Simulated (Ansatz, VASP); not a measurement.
**Ca: VASP beside Ansatz**

```
Ca
1.0
     1.97128   -3.39549    0.00000
     1.97128    3.39549    0.00000
     0.00000    0.00000    6.50911
Ca
2
Direct
  0.83559 0.16441 0.25000
  0.16441 0.83559 0.75000
```

Alike in both runs: task electric field gradients; functional PBEsol; k mesh 8 × 8 × 4; occupations fermi-dirac, width 0.05 eV; no spin polarisation.

|  | VASP | Ansatz |
| --- | --- | --- |
| version | VASP 6.6.1 | Ansatz 0.2.0 |
| potentials or method | VASP PAW PBE potentials, release 64 (Ca_sv) | PAW with Ansatz's default frozen-core files, scalar-relativistic |
| plane-wave cutoff (eV) | 520 | 420 |
| valence electrons in the cell | 20 | 20 |

```csv
,VASP,Ansatz,Ansatz less VASP
pressure (GPa),-1.1,-1.1,-0.01
"traceless stress, the component that is largest in VASP (GPa)",0.15,0.15,0.000
rms of the force components (eV/Å),0.009,0.009,+0.0001
size of Vzz on the site where it differs most (V/Å²),5.3,5.2,-0.17
```

VASP's potentials were made for PBE, not for PBEsol. Atom by atom the forces differ by 0.000 eV/Å (rms over components). The functional is the same, so the differences come from potentials, cutoffs and numerics.
